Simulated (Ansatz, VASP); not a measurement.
# Cu in VASP and in Ansatz

The input INCAR:

```
SYSTEM = Cu
PREC = Accurate
ENCUT = 600
EDIFF = 1E-7
ISMEAR = 0
SIGMA = 0.1
LREAL = .FALSE.
LASPH = .TRUE.
NELM = 60
ALGO = Normal
ISIF = 3
LWAVE = .FALSE.
LCHARG = .FALSE.
IBRION = 2
NSW = 100
EDIFFG = -0.005
```

The input KPOINTS:

```
regular mesh
0
G
  20 20 20
  0 0 0
```

File POSCAR:

```
Cu
1.0
    0.0000000000      1.7594476929      1.7594476929
    1.7594476929      0.0000000000      1.7594476929
    1.7594476929      1.7594476929      0.0000000000
Cu
1
Direct
    0.0000000000      0.0000000000      0.0000000000
```

Input for Ansatz:

```yaml
crystal:
  lattice:
    - [0.0, 1.7594476929, 1.7594476929]
    - [1.7594476929, 0.0, 1.7594476929]
    - [1.7594476929, 1.7594476929, 0.0]
  atoms:
    - { symbol: Cu, position: [0.0, 0.0, 0.0] }
basis:
  ecutwfc: 420
kpoints:
  mp_grid: { grid: [20, 20, 20] }
hamiltonian:
  xc: lda
scf:
  occupations: { method: gaussian, width: 0.1 }
output:
  forces: true
  stress: true
  eigenvalues: true
relax:
  adjacent_minimum: "off"
  f_tol: 0.005
  max_steps: 80
  cell: { stress_tol: 0.05 }
```

Alike in both runs: task relaxation of cell and atoms; functional LDA; k mesh 20 × 20 × 20; occupations gaussian, width 0.1 eV; no spin polarisation.

```csv
,VASP,Ansatz
version,VASP 6.6.1,Ansatz 0.2.0
potentials or method,"VASP PAW LDA potentials, release 64 (Cu), cutoff 600 eV","scalar-relativistic, plane waves, PAW"
valence electrons in the cell,11,19
```

```csv
,VASP,Ansatz,Ansatz less VASP
"gap on the k mesh at the Fermi level, each at its own relaxed structure (eV)",none,none,-
relaxed volume (Å³/atom),10.94,10.89,-0.050
relaxed cell length with the largest relative difference (Å),2.492,2.488,-0.0038
```

LDA's correlation is that of Perdew and Zunger in VASP and of Perdew and Wang (1992) in Ansatz. A gap of «none» marks a metal or a gap that the smearing closes. VASP's potentials hold 11 valence electrons a cell and Ansatz's 19, so a difference there can come from the potentials and not from the codes.
